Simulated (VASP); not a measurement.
Input of a VASP 6.6.1 run:

File INCAR:

```
ALGO = Normal ; EDIFF = 1E-6
ENCUT = 520 ; GGA = PS
ISIF = 2 ; ISMEAR = -1
LASPH = T ; LCHARG = F
LREAL = F ; LWAVE = F
NBANDS = 15 ; NELM = 100
PREC = Accurate ; SIGMA = 0.05
```

File KPOINTS:

```
k-points
0
Gamma
  13 13 11
```

POSCAR

```
HfB2
1.0
    3.1813206298      0.0000000000      0.0000000000
   -1.5906603150      2.7551044830      0.0000000000
    0.0000000000      0.0000000000      3.5257947253
Hf B
1 2
Direct
    0.0000000000      0.0000000000      0.0000000000
    0.3333333333      0.6666666667      0.5000000000
    0.6666666667      0.3333333333      0.5000000000
```

Potentials or basis: VASP PAW PBE potentials, release 64 (Hf_pv, B).

The run is started by

```console
$ cat potpaw_PBE.64/Hf_pv/POTCAR potpaw_PBE.64/B/POTCAR > POTCAR
$ mpirun -np 1 vasp_std > vasp.out
```

(1) Estimate the pressure.

(2) Estimate the band gap on the k mesh.

Answers

(1) -13.5 GPa.

(2) zero (bands 8 and 9 overlap by 0.97 eV).

Caveat: the cell stands under tension; the PAW data sets were made with another functional, which shifts forces and pressure a little; spin-orbit coupling is left out, which moves the levels of the heavy elements.
